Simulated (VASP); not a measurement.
# LiTbH4 (P1) in VASP: relaxation of cell and atoms with PBE

Aim: the relaxation of cell and atoms of LiTbH4 with PBE.

Everything below comes from runs of VASP 6.6.1. Logs are shortened: lines on timing, memory, paths and dates and some standing lists are left out, and cuts for length are marked.

## 1. The cell of the first run

The typed cell holds 12 atoms: a = 3.800 Å, b = 4.023 Å, c = 8.413 Å, α = 98.75°, β = 90.02°, γ = 91.03°.

## 2. Relaxation of cell and atoms, PBE

INCAR reads:

```
PREC     = Accurate       # precision mode
ENCUT    = 750            # plane-wave cutoff, eV
EDIFF    = 1E-7           # SCF threshold, eV
ISMEAR   = 0              # smearing method
SIGMA    = 0.1            # smearing width, eV
LREAL    = F              # projectors in reciprocal space
LASPH    = T              # aspherical terms in the spheres
NELM     = 200            # most SCF steps
ALGO     = Normal         # electronic algorithm
ISIF     = 3              # what is computed and relaxed
LWAVE    = F              # write WAVECAR
LCHARG   = F              # write CHGCAR
GGA      = PE             # functional
IBRION   = 2              # ionic algorithm
NSW      = 90             # ionic steps
EDIFFG   = -0.04          # ionic threshold
GGA_COMPAT= F            
NELMIN   = 4            
LMAXMIX  = 6              # l up to which the mixer works
```

KPOINTS reads:

```
regular mesh
0
Gamma
  4 4 2
```

POSCAR reads:

```
LiTbH4
1.0
    3.7999088996      0.0000000000      0.0000000000
   -0.0720023479      4.0226652186      0.0000000000
   -0.0033727302     -1.2799373631      8.3145990214
Li Tb H
2 2 8
Direct
    0.4817379898      0.9904710090      0.0345608424
    0.4904163072      0.0348956292      0.5177783468
    0.0021555087      0.4904746606      0.8179439240
    0.9944298882      0.5080732500      0.3177150540
    0.0026619029      0.6630708515      0.5806737852
    0.0169697871      0.6549680942      0.0800459162
    0.0059671156      0.0161004303      0.9178914380
    0.9989363032      0.0395730137      0.4207663918
    0.5014692285      0.2195212034      0.7155168140
    0.5012405286      0.2074995617      0.2276479490
    0.5053467250      0.5610244034      0.9408193090
    0.4986687153      0.6143278928      0.4286402295
```

Potentials or basis: VASP PAW PBE potentials, release 64 (Li_sv, Tb_3, H), 4f in core.

Command:

```sh
cat potpaw_PBE.64/Li_sv/POTCAR potpaw_PBE.64/Tb_3/POTCAR potpaw_PBE.64/H/POTCAR > POTCAR
mpirun -np 1 vasp_std > vasp.out
```

OUTCAR:

```text
PREC = Accurate
   ENCUT = 750
   EDIFF = 1E-7
   ISMEAR = 0
   LREAL = F
   LASPH = T
   NELM = 200
   ISIF = 3
   GGA = PE
   IBRION = 2
   NSW = 90
   EDIFFG = -0.04
   NELMIN = 4

 ion  position               nearest neighbor table
   1  0.482  0.990  0.035-  10 1.72   3 3.07
   2  0.490  0.035  0.518-   9 1.72  12 1.74   4 3.11   4 3.17
   3  0.002  0.490  0.818-   7 2.15  11 2.16  11 2.17   7 2.20   6 2.20   5 2.21   9 2.28   9 2.31
                             1 3.07
   4  0.994  0.508  0.318-  12 2.12  12 2.14   6 2.17   8 2.18   8 2.19   5 2.21  10 2.28   2 3.11
                             2 3.17
   5  0.003  0.663  0.581-   4 2.21   3 2.21
   6  0.017  0.655  0.080-   4 2.17   3 2.20
   7  0.006  0.016  0.918-   3 2.15   3 2.20
   8  0.999  0.040  0.421-   4 2.18   4 2.19
   9  0.501  0.220  0.716-   2 1.72   3 2.28   3 2.31
  10  0.501  0.207  0.228-   1 1.72   4 2.28
  11  0.505  0.561  0.941-   3 2.16   3 2.17
  12  0.499  0.614  0.429-   2 1.74   4 2.12   4 2.14

  LATTYP: Found a triclinic cell.
 ALAT       =     5.4844437019
 B/A-ratio  =     0.6928522027
 C/A-ratio  =     1.5338909813
 COS(alpha) =     0.0004009170
 COS(beta)  =     0.1118670532
 COS(gamma) =     0.6797237340

  Lattice vectors:

 A1 = (   3.7279065517,   4.0226652186,   0.0000000000)
 A2 = (   3.7999088996,   0.0000000000,   0.0000000000)
 A3 = (   0.0033727302,   1.2799373631,  -8.3145990214)

Analysis of symmetry for initial positions (statically):
=====================================================================
 Subroutine PRICEL returns:
 Original cell was already a primitive cell.

 Routine SETGRP: Setting up the symmetry group for a
 triclinic supercell.

 Subroutine GETGRP returns: Found  1 space group operations
 (whereof  1 operations were pure point group operations)
 out of a pool of  2 trial point group operations.

The static configuration has the point symmetry C_1 .

Analysis of symmetry for dynamics (positions and initial velocities):
=====================================================================
 Subroutine PRICEL returns:
 Original cell was already a primitive cell.

 Routine SETGRP: Setting up the symmetry group for a
 triclinic supercell.

 Subroutine GETGRP returns: Found  1 space group operations
 (whereof  1 operations were pure point group operations)
 out of a pool of  2 trial point group operations.

The dynamic configuration has the point symmetry C_1 .

 Subroutine INISYM returns: Found  1 space group operations
 (whereof  1 operations are pure point group operations),
 and found     1 'primitive' translations

----------------------------------------------------------------------------------------

                                     Primitive cell

  volume of cell :     127.0950

  direct lattice vectors                    reciprocal lattice vectors
     3.799908900  0.000000000  0.000000000     0.263164204  0.004710419  0.000831865
    -0.072002348  4.022665219  0.000000000     0.000000000  0.248591405  0.038267802
    -0.003372730 -1.279937363  8.314599021     0.000000000  0.000000000  0.120270382

  length of vectors
     3.799908900  4.023309558  8.412538732     0.263207671  0.251519605  0.120270382

  position of ions in fractional coordinates (direct lattice)
     0.481737990  0.990471009  0.034560842
     0.490416307  0.034895629  0.517778347
     0.002155509  0.490474661  0.817943924
     0.994429888  0.508073250  0.317715054
     0.002661903  0.663070852  0.580673785
     0.016969787  0.654968094  0.080045916
     0.005967116  0.016100430  0.917891438
     0.998936303  0.039573014  0.420766392
     0.501469228  0.219521203  0.715516814
     0.501240529  0.207499562  0.227647949
     0.505346725  0.561024403  0.940819309
     0.498668715  0.614327893  0.428640229

  ion indices of the primitive-cell ions
   primitive index   ion index
                 1           1
                 2           2
                 3           3
                 4           4
                 5           5
                 6           6
                 7           7
                 8           8
                 9           9
                10          10
                11          11
                12          12

----------------------------------------------------------------------------------------

 KPOINTS: regular mesh

Automatic generation of k-mesh.
 Grid dimensions read from file:
 generate k-points for:    4    4    2

 Generating k-lattice:

  Cartesian coordinates                     Fractional coordinates (reciprocal lattice)
     0.065791051  0.001177605  0.000207966     0.250000000 -0.000000000  0.000000000
     0.000000000  0.062147851  0.009566950     0.000000000  0.250000000  0.000000000
     0.000000000  0.000000000  0.060135191     0.000000000  0.000000000  0.500000000

  Length of vectors
     0.065801918  0.062879901  0.060135191

  Shift w.r.t. Gamma in fractional coordinates (k-lattice)
     0.000000000  0.000000000  0.000000000

 Subroutine IBZKPT returns following result:
 ===========================================

 Found     20 irreducible k-points:

 Following reciprocal coordinates:
            Coordinates               Weight
  0.000000  0.000000  0.000000      1.000000
  0.250000  0.000000  0.000000      2.000000
  0.500000  0.000000  0.000000      1.000000
  0.000000  0.250000  0.000000      2.000000
  0.250000  0.250000 -0.000000      2.000000
  0.500000  0.250000 -0.000000      2.000000
[... 12 lines left out ...]
  0.250000  0.500000  0.500000      2.000000
  0.500000  0.500000  0.500000      1.000000
   k-points           NKPTS =     20   k-points in BZ     NKDIM =     20   number of bands    NBANDS=     23
   number of dos      NEDOS =    301   number of ions     NIONS =     12
   total plane-waves  NPLWV = 103680
   dimension x,y,z NGX =    36 NGY =   36 NGZ =   80
   dimension x,y,z NGXF=    72 NGYF=   72 NGZF=  160
   ions per type =               2   2   8
   NGX,Y,Z   is equivalent  to a cutoff of  15.75, 14.88, 15.81 a.u.
   NGXF,Y,Z  is equivalent  to a cutoff of  31.50, 29.75, 31.62 a.u.
 SYSTEM =  unknown system
   PREC   = accura    normal or accurate (medium, high low for compatibility)
   ISTART =      0    job   : 0-new  1-cont  2-samecut
   ICHARG =      2    charge: 1-file 2-atom 10-const
   ISPIN  =      1    spin polarized calculation?
   LNONCOLLINEAR =      F non collinear calculations
   LSORBIT =      F    spin-orbit coupling
   LASPH  =      T    aspherical Exc in radial PAW
   ENCUT  =  750.0 eV  55.12 Ry    7.42 a.u.   8.49  8.98 18.79*2*pi/ulx,y,z
   NELM   =    200;   NELMIN=  4; NELMDL= -5     # of ELM steps
   EDIFF  = 0.1E-06   stopping-criterion for ELM
   LREAL  =      F    real-space projection
   EDIFFG = -.4E-01   stopping-criterion for IOM
   NSW    =     90    number of steps for IOM
   IBRION =      2    ionic relax: 0-MD 1-quasi-New 2-CG
   NFREE  =      1    steps in history (QN), initial steepest desc. (CG)
   ISIF   =      3    stress and relaxation
   ISYM   =      2    0-nonsym 1-usesym 2-fastsym
   POTIM  = 0.5000    time-step for ionic-motion
   TEBEG  =    0.0;   TEEND  =   0.0 temperature during run
   PSTRESS=    0.0 pullay stress
   NELECT =      32.0000    total number of electrons
   NUPDOWN=      -1.0000    fix difference up-down
   EMIN   =  10.00;   EMAX   =-10.00  energy-range for DOS
   EFERMI =   0.00;   METHOD = LEGACY
   ISMEAR =     0;   SIGMA  =   0.10  broadening in eV -4-tet -1-fermi 0-gaus
   EFERMI_NEDOS =   21; number of points for ismear=-14 and -15
   IALGO  =     38    algorithm
   IMIX   =      4    mixing-type and parameters
     AMIX     =   0.40;   BMIX     =  1.00
     AMIX_MAG =   1.60;   BMIX_MAG =  1.00
  volume/ion in A,a.u.               =      10.59        71.47
  Fermi-wavevector in a.u.,A,eV,Ry     =   1.033750  1.953504 14.539706  1.068638
  Thomas-Fermi vector in A             =   2.168011
   LORBIT       =      0    0 simple, 1 ext, 2 COOP (PROOUT), +10 PAW based schemes
   GGA     = PE    functional components
   LHFCALC =     F    Hartree Fock is set to
   AEXX    =    0.0000 exact exchange contribution
   IVDW    =     0    specifies the selected vdW correction
   LEPSILON=     F    determine dielectric tensor
   LRPA    =     F    only Hartree local field effects (RPA)
 conjugate gradient relaxation of ions
 non-spin polarized calculation
 Gauss-broadening in eV      SIGMA  =   0.10
  energy-cutoff  :      750.00
  volume of cell :      127.09
 maximum number of plane-waves:      5948
 NGX is ok and might be reduce to    36
   NGX = 17   NGY = 17   NGZ = 37

--------------------------------------- Ionic step        1  -------------------------------------------

 number of electron      32.0000003 magnetization

 Free energy of the ion-electron system (eV)
  ---------------------------------------------------
  ext. energy  EPLUGINS =         0.00000000
  ---------------------------------------------------
  free energy    TOTEN  =       -44.39083449 eV

  energy without entropy =      -44.39083449  energy(sigma->0) =      -44.39083449

------------------------ aborting loop because EDIFF is reached ----------------------------------------

  FORCE on cell =-STRESS in cart. coord.  units (eV):
  Direction    XX          YY          ZZ          XY          YZ          ZX
  --------------------------------------------------------------------------------------
  -------------------------------------------------------------------------------------
  Total       -0.9182225      0.7328859      1.4043662      0.2925733      0.7480056      0.0269232
  in kB      -11.5752427      9.2388636     17.7036397      3.6882203      9.4294649      0.3393972
  external PRESSURE =       5.1224202 kB  Pullay stress =       0.0000000 kB
[... 119 lines left out ...]
  FREE ENERGIE OF THE ION-ELECTRON SYSTEM (eV)
  ---------------------------------------------------
  free  energy   TOTEN  =       -44.4263533138 eV

  energy  without entropy=      -44.4263533137  energy(sigma->0) =      -44.42635331

 E-fermi :   1.5283     XC(G=0):  -9.3613

 val. band max:        1.1019874862   @ k =   0.0000   0.0000   0.0000
 cond. band min:       3.3873829359   @ k =   0.2500   0.5000  -0.0000
 fundamental gap:      2.2853954497
 Fermi energy:         1.5283206516

 k-point     1 :       0.0000    0.0000    0.0000
  band No.  band energies     occupation
      1     -43.7200      2.00000
      2     -43.7170      2.00000
      3     -20.1786      2.00000
      4     -20.1255      2.00000
      5     -19.9226      2.00000
      6     -19.8886      2.00000
[... 509 lines left out ...]
     22       5.3117      0.00000
     23       7.1527      0.00000

[... ionic steps 4 to 36 ...]

--------------------------------------- Ionic step       37  -------------------------------------------

 number of electron      32.0000002 magnetization

------------------------ aborting loop because EDIFF is reached ----------------------------------------
[... 87 lines left out ...]
--------------------------------------- Ionic step       39  -------------------------------------------

 number of electron      32.0000002 magnetization

 Free energy of the ion-electron system (eV)
  ---------------------------------------------------
  ext. energy  EPLUGINS =         0.00000000
  ---------------------------------------------------
  free energy    TOTEN  =       -44.78198119 eV

  energy without entropy =      -44.78198119  energy(sigma->0) =      -44.78198119

 E-fermi :   0.9482     XC(G=0):  -9.1367

 val. band max:        0.4898568659   @ k =   0.0000   0.0000   0.0000
 cond. band min:       3.1081080485   @ k =   0.0000   0.2500   0.0000
 fundamental gap:      2.6182511827
 Fermi energy:         0.9481691200

 k-point     1 :       0.0000    0.0000    0.0000
  band No.  band energies     occupation
      1     -44.1867      2.00000
      2     -44.1749      2.00000
      3     -20.4978      2.00000
      4     -20.4810      2.00000
      5     -20.2641      2.00000
      6     -20.2613      2.00000
[... 548 lines left out ...]
  FREE ENERGIE OF THE ION-ELECTRON SYSTEM (eV)
  ---------------------------------------------------
  free  energy   TOTEN  =       -44.7819811890 eV

  energy  without entropy=      -44.7819811890  energy(sigma->0) =      -44.78198119

 reached required accuracy - stopping structural energy minimisation
```

It took 39 min on 1 thread of Intel Xeon Platinum 8259CL at 2.50GHz (Skylake/Cascade Lake), shared host; peak memory 0.42 GiB.

Results:

| Item | Value |
| --- | --- |
| Free energy | -44.7820 eV |
| Relaxed volume | 10.18 Å³/atom |
| Relaxed cell | a = 3.430 Å, b = 3.449 Å, c = 10.330 Å, α = 88.63°, β = 89.93°, γ = 89.91° |
| Space group after relaxing (to 0.1 Å) | Pm (No. 6) |
| Energy gained by relaxing | 32.6 meV/atom |
| Ionic steps | 39 |
| Pressure after relaxing | 0.0 GPa |
| Largest force after relaxing | 0.032 eV/Å |
| Band gap on the k mesh | 2.62 eV (least direct gap 2.93 eV) |

Forces on the atoms (eV/Å):
```
Li   0.005 -0.002 -0.012
Li   0.006  0.019 -0.011
Tb  -0.006 -0.008  0.005
Tb   0.004 -0.004  0.016
H    0.000  0.001 -0.005
H   -0.003 -0.028 -0.015
H   -0.005 -0.010 -0.001
H   -0.005  0.016 -0.005
H    0.001 -0.005 -0.003
H    0.004  0.012 -0.011
H    0.005 -0.003  0.020
H   -0.008  0.013  0.022
```

Step by step:
| step | energy change (eV) | largest force (eV/Å) | pressure (GPa) | volume (Å³) |
| --- | --- | --- | --- | --- |
| 1 | 0.0000 | 0.2430 | 0.51 | 127.09 |
| 2 | -0.0228 | 0.1274 | 0.22 | 127.71 |
| 3 | -0.0355 | 0.3536 | -0.17 | 128.66 |
| 4 | -0.0493 | 0.1988 | -0.16 | 128.76 |
| 5 | -0.0574 | 0.1579 | -0.14 | 128.90 |
| 6 | -0.0676 | 0.1336 | -0.14 | 128.67 |
| 7 | -0.0853 | 0.1841 | -0.11 | 127.96 |
| 8 | -0.0873 | 0.2330 | -0.08 | 127.63 |
| 9 | -0.0940 | 0.2016 | -0.04 | 127.43 |
| 10 | -0.1086 | 0.1463 | 0.08 | 126.79 |
| 11 | -0.1099 | 0.4053 | 0.46 | 125.42 |
| 12 | -0.1143 | 0.2275 | 0.26 | 126.08 |
| 13 | -0.1239 | 0.1463 | 0.06 | 126.13 |
| 14 | -0.1300 | 0.1680 | -0.38 | 126.18 |
| 15 | -0.1391 | 0.1726 | -0.42 | 125.57 |
| 16 | -0.1492 | 0.2436 | -0.43 | 124.05 |
| 17 | -0.1632 | 0.2386 | -0.26 | 123.25 |
| 18 | -0.2009 | 0.2814 | 0.37 | 120.79 |
| 19 | -0.1812 | 0.3523 | 2.47 | 115.60 |
| 20 | -0.2132 | 0.3245 | 0.93 | 119.15 |
| 21 | -0.2146 | 0.3446 | 1.42 | 117.87 |
| 22 | -0.2336 | 0.3158 | 1.36 | 117.73 |
| 23 | -0.2389 | 0.3043 | 1.38 | 117.58 |
| 24 | -0.2652 | 0.2867 | 0.91 | 118.62 |
| 25 | -0.3154 | 0.2502 | -0.41 | 121.79 |
| 26 | -0.2976 | 0.2592 | -2.58 | 128.26 |
| 27 | -0.3266 | 0.2404 | -1.31 | 124.25 |
| 28 | -0.3526 | 0.1492 | -0.64 | 123.38 |
| 29 | -0.3601 | 0.2153 | 0.00 | 122.58 |
| 30 | -0.3721 | 0.1056 | 0.10 | 122.17 |
| 31 | -0.3746 | 0.2030 | 0.17 | 121.85 |
| 32 | -0.3841 | 0.0834 | 0.06 | 121.85 |
| 33 | -0.3852 | 0.0823 | 0.02 | 121.85 |
| 34 | -0.3877 | 0.0587 | 0.04 | 121.89 |
| 35 | -0.3886 | 0.1316 | 0.08 | 121.92 |
| 36 | -0.3902 | 0.0471 | 0.01 | 122.06 |
| 37 | -0.3906 | 0.0675 | -0.05 | 122.20 |
| 38 | -0.3906 | 0.0516 | -0.04 | 122.17 |
| 39 | -0.3911 | 0.0320 | -0.03 | 122.16 |

Final structure:
```xyz
12
Lattice="3.4296 0.0298 0.0051 -0.0248 3.4384 0.2685 0.0018 -0.5573 10.3151" Properties=species:S:1:pos:R:3 pbc="T T T"
Li    1.6924    0.0779    0.3441
Li    1.7013   -0.2607    5.4954
Tb   -0.0123    1.5976    8.4213
Tb   -0.0112    1.8375    3.2517
H    -0.0064    1.8918    6.3001
H     0.0008    2.1808    1.1379
H     0.0000   -0.2099    9.4797
H     0.0021    0.0255    4.3098
H     1.7148   -0.0597    7.6648
H     1.7143    0.1901    2.5032
H     1.7012    1.4990    9.6199
H     1.7036    1.7294    4.4516
```

Levels at points of the mesh, in eV from the valence-band top:
```tsv
k point	band 12	band 13	band 14	band 15	band 16	band 17	band 18	band 19	band 20	band 21
(0.00, 0.00, 0.00)	-2.20	-1.48	-1.42	-1.34	0.00	4.40	4.67	4.80	5.11	5.18
(0.50, 0.00, 0.00)	-2.81	-2.35	-2.19	-1.40	-0.72	2.80	3.55	4.03	4.09	4.56
(0.00, 0.50, 0.00)	-2.83	-2.39	-2.17	-1.30	-0.74	2.70	3.31	4.11	4.19	4.66
(0.50, 0.50, 0.00)	-2.27	-2.08	-2.04	-1.20	-0.28	3.07	3.17	4.00	4.10	4.28
(0.00, 0.00, 0.50)	-2.97	-1.45	-1.45	-0.59	-0.57	4.76	4.81	4.89	4.89	5.62
(0.50, 0.00, 0.50)	-2.83	-2.28	-2.27	-0.97	-0.96	3.11	3.13	4.05	4.07	5.25
(0.00, 0.50, 0.50)	-2.84	-2.30	-2.28	-0.95	-0.93	2.95	3.00	4.15	4.16	5.25
(0.50, 0.50, 0.50)	-2.20	-2.17	-2.16	-0.80	-0.78	3.48	3.50	3.59	3.62	4.37
```

Caveat: a cell axis changed by over 15 % at a fixed basis, so the end point is rough; spin-orbit coupling is left out, which moves the levels of the heavy elements; the 4f electrons are frozen in the core, so they carry no moment and show no levels.
